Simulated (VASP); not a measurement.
# Zr2Si3 (P-3m1) in VASP: a series of runs, part 2 of 2

VASP 6.6.1. Earlier steps stand in the parts before.

### Step 3. Single point, PBE

This run uses another cell than the first one, of 18.78 Å³/atom.

File INCAR:

```
SYSTEM = Zr2Si3
ALGO = Normal ; EDIFF = 1E-6
ENCUT = 520 ; GGA = PE
ISIF = 2 ; ISMEAR = 0
LASPH = .TRUE. ; LCHARG = .TRUE.
LELF = .TRUE. ; LREAL = .FALSE.
LVHAR = .TRUE. ; LWAVE = .FALSE.
NBANDS = 26 ; NELM = 100
PREC = Accurate ; SIGMA = 0.1
```

File KPOINTS:

```
k-points
0
G
  6 6 4
  0 0 0
```

File POSCAR:

```
Zr2Si3
1.0
    3.7441847915      0.0000000000      0.0000000000
   -1.8720923957      3.2425591459      0.0000000000
    0.0000000000      0.0000000000      7.7358718971
Zr Si
2 3
Direct
    0.3333333333      0.6666666667      0.1968123893
    0.6666666667      0.3333333333      0.8031876107
    0.0000000000      0.0000000000      0.0000000000
    0.3333333333      0.6666666667      0.5708338522
    0.6666666667      0.3333333333      0.4291661478
```

Potentials or basis: VASP PAW PBE potentials, release 64 (Zr_sv, Si).

Launch:

```sh
$ cat potpaw_PBE.64/Zr_sv/POTCAR potpaw_PBE.64/Si/POTCAR > POTCAR
$ mpirun -np 1 vasp_std > vasp.out
```

OUTCAR:

```text
SYSTEM = Zr2Si3
   EDIFF = 1E-6
   ENCUT = 520
   GGA = PE
   ISIF = 2
   ISMEAR = 0
   LASPH = .TRUE.
   LREAL = .FALSE.
   NELM = 100
   PREC = Accurate

 ion  position               nearest neighbor table
   1  0.333  0.667  0.197-   3 2.64   3 2.64   3 2.64   5 2.81   5 2.81   5 2.81   4 2.89   2 3.73
                             2 3.73   2 3.73
   2  0.667  0.333  0.803-   3 2.64   3 2.64   3 2.64   4 2.81   4 2.81   4 2.81   5 2.89   1 3.73
                             1 3.73   1 3.73
   3  0.000  0.000  0.000-   1 2.64   2 2.64   1 2.64   2 2.64   2 2.64   1 2.64
   4  0.333  0.667  0.571-   5 2.42   5 2.42   5 2.42   2 2.81   2 2.81   2 2.81   1 2.89
   5  0.667  0.333  0.429-   4 2.42   4 2.42   4 2.42   1 2.81   1 2.81   1 2.81   2 2.89

  LATTYP: Found a hexagonal cell.
 ALAT       =     3.7441847915
 C/A-ratio  =     2.0661031247

  Lattice vectors:

 A1 = (   3.7441847915,   0.0000000000,   0.0000000000)
 A2 = (  -1.8720923957,   3.2425591459,   0.0000000000)
 A3 = (   0.0000000000,   0.0000000000,   7.7358718971)

Analysis of symmetry for initial positions (statically):
=====================================================================
 Subroutine PRICEL returns:
 Original cell was already a primitive cell.

 Routine SETGRP: Setting up the symmetry group for a
 hexagonal supercell.

 Subroutine GETGRP returns: Found 12 space group operations
 (whereof 12 operations were pure point group operations)
 out of a pool of 24 trial point group operations.

The static configuration has the point symmetry D_3d.

Analysis of symmetry for dynamics (positions and initial velocities):
=====================================================================
 Subroutine PRICEL returns:
 Original cell was already a primitive cell.

 Routine SETGRP: Setting up the symmetry group for a
 hexagonal supercell.
[... 126 lines left out ...]
   EFERMI_NEDOS =   21; number of points for ismear=-14 and -15
   IALGO  =     38    algorithm
   IMIX   =      4    mixing-type and parameters
     AMIX     =   0.40;   BMIX     =  1.00
     AMIX_MAG =   1.60;   BMIX_MAG =  1.00
  volume/ion in A,a.u.               =      18.78       126.76
  Fermi-wavevector in a.u.,A,eV,Ry     =   1.189207  2.247276 19.241545  1.414214
  Thomas-Fermi vector in A             =   2.325320
   LORBIT       =      0    0 simple, 1 ext, 2 COOP (PROOUT), +10 PAW based schemes
   GGA     = PE    functional components
   LHFCALC =     F    Hartree Fock is set to
   AEXX    =    0.0000 exact exchange contribution
   IVDW    =     0    specifies the selected vdW correction
   LEPSILON=     F    determine dielectric tensor
   LRPA    =     F    only Hartree local field effects (RPA)
 non-spin polarized calculation
 Gauss-broadening in eV      SIGMA  =   0.10
  energy-cutoff  :      520.00
  volume of cell :       93.92
 maximum number of plane-waves:      2542
   NGX = 13   NGY = 13   NGZ = 29

 number of electron      36.0000000 magnetization

 Free energy of the ion-electron system (eV)
  ---------------------------------------------------
  ext. energy  EPLUGINS =         0.00000000
  ---------------------------------------------------
  free energy    TOTEN  =       -36.49901519 eV

  energy without entropy =      -36.49555146  energy(sigma->0) =      -36.49728332

 E-fermi :   8.8182     XC(G=0): -10.8206

 val. band max:        8.5676323845   @ k =   0.0000   0.1667   0.2500
 cond. band min:       8.8699252953   @ k =   0.0000   0.0000   0.2500
 fundamental gap:      0.3022929108
 Fermi energy:         8.8181528929

 k-point     1 :       0.0000    0.0000    0.0000
  band No.  band energies     occupation
      1     -40.1311      2.00000
      2     -40.1195      2.00000
      3     -18.3236      2.00000
      4     -18.1730      2.00000
      5     -18.1272      2.00000
      6     -18.1272      2.00000
[... 685 lines left out ...]
     25      13.3689      0.00000
     26      13.3709      0.00000

------------------------ aborting loop because EDIFF is reached ----------------------------------------

  FORCE on cell =-STRESS in cart. coord.  units (eV):
  Direction    XX          YY          ZZ          XY          YZ          ZX
  --------------------------------------------------------------------------------------
  -------------------------------------------------------------------------------------
  Total        0.0764688      0.0764688      0.1348733      0.0000000     -0.0000000     -0.0000000
  in kB        1.3044891      1.3044891      2.3008168      0.0000000     -0.0000000     -0.0000000
  external PRESSURE =       1.6365983 kB  Pullay stress =       0.0000000 kB

 VOLUME and BASIS-vectors are now :
 -----------------------------------------------------------------------------
  energy-cutoff  :      520.00
  volume of cell :       93.92
      direct lattice vectors                 reciprocal lattice vectors
     3.744184791  0.000000000  0.000000000     0.267080835  0.154199192  0.000000000
    -1.872092396  3.242559146  0.000000000     0.000000000  0.308398384  0.000000000
     0.000000000  0.000000000  7.735871897     0.000000000  0.000000000  0.129267911

 POSITION                                       TOTAL-FORCE (eV/Angst)
 -----------------------------------------------------------------------------------
     -0.00000      2.16171      1.52252         0.000000      0.000000      0.007177
      1.87209      1.08085      6.21336        -0.000000     -0.000000     -0.007177
      0.00000      0.00000      0.00000        -0.000000     -0.000000     -0.000000
     -0.00000      2.16171      4.41590        -0.000000      0.000000     -0.014324
      1.87209      1.08085      3.31997        -0.000000     -0.000000      0.014324
 -----------------------------------------------------------------------------------
    total drift:                                0.000000     -0.000000     -0.000000

  FREE ENERGIE OF THE ION-ELECTRON SYSTEM (eV)
  ---------------------------------------------------
  free  energy   TOTEN  =       -36.4990151850 eV

  energy  without entropy=      -36.4955514563  energy(sigma->0) =      -36.49728332
```

Run time: 60 s. Hardware: 1 thread of Intel Xeon 8259CL, shared host; peak memory 0.23 GiB.

What came out:

```
Free energy            : -36.4990 eV
Pressure               : 0.2 GPa
Largest force          : 0.014 eV/Å
Band gap on the k mesh : zero (bands 18 and 19 overlap by 0.51 eV)
```

Forces in eV/Å, atoms in the order of the input:
```
Zr   0.000  0.000  0.007
Zr   0.000  0.000 -0.007
Si   0.000  0.000  0.000
Si   0.000  0.000 -0.014
Si   0.000  0.000  0.014
```

### Step 4. Relaxation of cell and atoms, PBE

File INCAR:

```
PREC     = Accurate       # precision mode
ENCUT    = 600            # plane-wave cutoff, eV
EDIFF    = 1E-6           # SCF threshold, eV
ISMEAR   = 0              # smearing method
SIGMA    = 0.1            # smearing width, eV
LREAL    = F              # projectors in reciprocal space
LASPH    = T              # aspherical terms in the spheres
NELM     = 100            # most SCF steps
ALGO     = Normal         # electronic algorithm
ISIF     = 3              # what is computed and relaxed
LWAVE    = F              # write WAVECAR
LCHARG   = F              # write CHGCAR
GGA      = PE             # functional
IBRION   = 2              # ionic algorithm
NSW      = 90             # ionic steps
EDIFFG   = -0.04          # ionic threshold
```

File KPOINTS:

```
regular mesh
0
Gamma
  6 6 4
```

File POSCAR:

```
Zr2Si3
1.0
    3.8257652589      0.0000000000      0.0000000000
   -1.9128826294      3.3132099031      0.0000000000
    0.0000000000      0.0000000000      5.9522692987
Zr Si
2 3
Direct
    0.3333333333      0.6666666667      0.2450000000
    0.6666666667      0.3333333333      0.7550000000
    0.0000000000      0.0000000000      0.0000000000
    0.3333333333      0.6666666667      0.6450000000
    0.6666666667      0.3333333333      0.3550000000
```

Launch:

```sh
$ cat potpaw_PBE.64/Zr_sv/POTCAR potpaw_PBE.64/Si/POTCAR > POTCAR
$ mpirun -np 1 vasp_std > vasp.out
```

It took 14 min on 1 thread of Intel Xeon 8259CL, shared host; peak memory 0.24 GiB.

The run converged. Its results:

| Quantity | Value |
| --- | --- |
| Free energy | -36.4916 eV |
| Relaxed volume | 18.80 Å³/atom |
| Relaxed cell | a = 3.744 Å, b = 3.744 Å, c = 7.744 Å, α = 90.00°, β = 90.00°, γ = 120.00° |
| Space group after relaxing (to 0.1 Å) | P-3m1 (No. 164) |
| Energy gained by relaxing | 1567.6 meV/atom |
| Ionic steps | 26 |
| Pressure after relaxing | 0.0 GPa |
| Largest force after relaxing | 0.021 eV/Å |
| Band gap on the k mesh | zero (bands 18 and 19 overlap by 0.51 eV) |

Forces in eV/Å, atoms in the order of the input:
```
Zr   0.000  0.000 -0.015
Zr   0.000  0.000  0.015
Si   0.000  0.000  0.000
Si   0.000  0.000 -0.021
Si   0.000  0.000  0.021
```

Stress tensor (GPa, compression positive):
```
 0.04  0.00  0.00
 0.00  0.04  0.00
 0.00  0.00 -0.08
```

The path:
```
step  energy change (eV)  largest force (eV/Å)  pressure (GPa)  volume (Å³)
   1              0.0000                5.6365           52.73        75.45
   2             -1.8481                0.1119          -16.44       143.50
   3             -4.5542                1.4012           -3.58       106.14
   4             -4.5664                1.5153           -2.19       104.52
   5             -4.5668                1.5636           -1.62       103.86
   6             -4.8407                1.3639           -0.83       102.04
   7             -5.3052                2.6526            4.15        96.56
   8             -5.4017                2.6988            3.98        96.64
   9             -5.5474                2.4967            3.89        96.83
  10             -5.7530                2.3690            2.08        97.97
  11             -6.2651                2.1065           -2.79       101.40
  12             -6.7603                1.5122           -9.93       108.39
  13             -7.0545                1.3927           -8.97       106.28
  14             -7.4988                1.0371           -5.36       101.18
  15             -7.5351                1.1956           -3.05        98.96
  16             -7.5368                1.0553           -3.60        99.44
  17             -7.6260                0.8994           -2.34        97.86
  18             -7.7582                0.7384            2.24        93.21
  19             -7.8078                0.4268            0.59        94.06
  20             -7.8225                0.2348           -0.79        94.86
  21             -7.8315                0.1935           -0.21        94.30
  22             -7.8355                0.1470            0.46        93.67
  23             -7.8356                0.1414            0.54        93.59
  24             -7.8376                0.0766           -0.04        94.03
  25             -7.8377                0.0658           -0.13        94.10
  26             -7.8380                0.0215            0.00        94.01
```

Final structure:
```xyz
5
Lattice="3.7439 0.0000 0.0000 -1.8720 3.2423 0.0000 0.0000 0.0000 7.7443" Properties=species:S:1:pos:R:3 pbc="T T T"
Zr    0.0000    2.1615    1.5261
Zr    1.8720    1.0808    6.2183
Si    3.7439    0.0000    0.0000
Si    0.0000    2.1615    4.4210
Si    1.8720    1.0808    3.3233
```

Levels at points of the mesh, in eV from the Fermi level:
| k point | band 14 | band 15 | band 16 | band 17 | band 18 | band 19 | band 20 | band 21 | band 22 |
| --- | --- | --- | --- | --- | --- | --- | --- | --- | --- |
| (0.00, 0.00, 0.00) | -1.75 | -1.75 | -1.68 | -1.68 | 0.21 | 0.21 | 0.88 | 1.31 | 1.31 |
| (0.50, 0.00, 0.00) | -3.19 | -2.96 | -2.37 | -1.82 | -1.01 | 0.52 | 1.30 | 1.57 | 2.77 |
| (0.00, 0.00, 0.50) | -2.24 | -0.94 | -0.33 | -0.33 | -0.30 | -0.30 | 0.50 | 0.50 | 1.71 |
| (0.50, 0.00, 0.50) | -3.00 | -2.90 | -1.96 | -1.95 | -1.72 | 0.11 | 2.26 | 2.44 | 2.79 |

Caveat: the volume moved by over 15 % at a fixed basis, so the end points are rough.

### Step 5. Summary

```csv
task,cell,cutoff (eV),gap on the mesh (eV),pressure (GPa),largest force (eV/Å)
single point,"a = 3.826, b = 3.826, c = 5.952 Å, angles 90.0, 90.0, 120.0°, 5 atoms, atomic positions A",520,none,52.7,5.64
single point,"a = 3.744, b = 3.744, c = 7.736 Å, angles 90.0, 90.0, 120.0°, 5 atoms, atomic positions B",520,none,0.2,0.01
relaxation of cell and atoms,"relaxed from a = 3.826, b = 3.826, c = 5.952 Å, angles 90.0, 90.0, 120.0°, 5 atoms, atomic positions A",600,none,0.0,0.02
```

Alike in all rows: level PBE; potentials or basis VASP PAW PBE potentials, release 64 (Zr_sv, Si); no spin polarisation; k mesh 6 × 6 × 4; smearing gaussian 0.1 eV.

Caveats: the stress differs along the axes, from 41 to 59 GPa (at least some runs); forces of over 1 eV/Å act on the atoms, so gaps and moduli don't describe the material at rest (at least some runs); the volume moved by over 15 % at a fixed basis, so the end points are rough (at least some runs).

Absolute energies hang on the potentials; compare differences alone.

The gap in the log of VASP goes by the Fermi energy; the results here count the filled bands.